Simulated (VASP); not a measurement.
A run of VASP 6.6.1:

Contents of INCAR:

```
ALGO = Fast
EDIFF = 1E-6
ENCUT = 520
GGA = PS
ISIF = 2
ISMEAR = 0
LASPH = True
LCHARG = False
LREAL = False
LWAVE = False
NBANDS = 24
NELM = 80
PREC = Accurate
SIGMA = 0.1
```

The input KPOINTS:

```
k-points
0
Gamma
  10 10 14
```

File POSCAR:

```
Fe3Co
1.0
    3.9692000837      0.0000000000      0.0000000000
    0.0000000000      3.9692000837      0.0000000000
    0.0000000000      0.0000000000      2.7894882532
Fe Co
3 1
Direct
    0.5000000000      0.5000000000      0.0000000000
    0.5000000000      0.0000000000      0.5000000000
    0.0000000000      0.5000000000      0.5000000000
    0.0000000000      0.0000000000      0.0000000000
```

Potentials or basis: VASP PAW PBE potentials, release 64 (Fe, Co).

Command:

```sh
$ cat potpaw_PBE.64/Fe/POTCAR potpaw_PBE.64/Co/POTCAR > POTCAR
$ mpirun -np 1 vasp_std > vasp.out
```

Hardware: 1 thread of Intel(R) Xeon(R) 6975P-C (Granite Rapids), on a shared host.

**Question.** Estimate the wall time of this run.

**Answer.** Wall time 100 s on 1 thread of Intel(R) Xeon(R) 6975P-C (Granite Rapids) (shared host), peak memory 0.28 GiB. Counts: scf iterations 21, k points 168.
